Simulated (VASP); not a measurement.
Here is a VASP 6.6.1 calculation.

The input INCAR:

```
PREC = Accurate ; ENCUT = 520
EDIFF = 1E-6 ; ISMEAR = 0
SIGMA = 0.1 ; LREAL = False
LASPH = True ; NELM = 100
ALGO = Fast ; ISIF = 2
LWAVE = False ; LCHARG = False
LDIPOL = True ; IDIPOL = 3
DIPOL = 0.5 0.5 0.293 ; GGA = PE
NBANDS = 10
```

The input KPOINTS:

```
Automatic mesh
0
Gamma
  18 18 1
```

Contents of POSCAR:

```
Li
1.0
    2.9646192730      0.0000000000      0.0000000000
    0.0000000000      2.9646192730      0.0000000000
    0.0000000000      0.0000000000     27.3000000000
Li
2
Direct
    0.0000000000      0.5000000000      0.2534611806
    0.5000000000      0.0000000000      0.3326194055
```

Potentials or basis: VASP PAW PBE potentials, release 64 (Li_sv).

Launch:

```console
$ cat potpaw_PBE.64/Li_sv/POTCAR > POTCAR
$ mpirun -np 1 vasp_std > vasp.out
```

**Question.** Estimate the band gap on the k mesh.

**Answer.** Zero (bands 3 and 4 overlap by 3.44 eV).
